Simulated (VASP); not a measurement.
CoO, 2 atoms in the cell. The structure is cubic, space group F-43m (No. 216). Conventional cell: a = 4.511 Å, b = 4.511 Å, c = 4.511 Å, α = 90.00°, β = 90.00°, γ = 90.00°. Co (site symmetry -43m) has 4 O at 1.95 Å within 2.6 Å. O (site symmetry -43m) has 4 Co at 1.95 Å within 2.6 Å. 

| Quantity | Value |
| --- | --- |
| Program | VASP 6.6.1 |
| Task | single point |
| Functional | PBE |
| Potentials or basis | VASP PAW PBE potentials, release 64 (Co, O) |
| Cutoff | 520 eV |
| k mesh | 14 × 14 × 14 |
| Occupations | gaussian, width 0.02 eV |
| Spin | collinear spin, ferromagnetic start |
| Starting moments | [3.0, 0.0] μB |
| Hubbard terms | Co d U = 3.32 eV |
| Dipole correction | no |
| Further INCAR settings | ALGO = Normal; EDIFF = 1e-07; NBANDS = 18 |

Potentials or basis: VASP PAW PBE potentials, release 64 (Co, O).

Launch:

```sh
$ cat potpaw_PBE.64/Co/POTCAR potpaw_PBE.64/O/POTCAR > POTCAR
$ mpirun -np 1 vasp_std > vasp.out
```

Hardware: 1 thread of AMD EPYC 9R45 96-Core Processor (Zen 5), on a shared host.

**Question.** Estimate the wall time of this run.

**Answer.** Wall time 67 s on 1 thread of AMD EPYC 9R45 96-Core Processor (Zen 5), on a shared host, peak memory 0.16 GiB. Counts: scf iterations 19, k points 104.
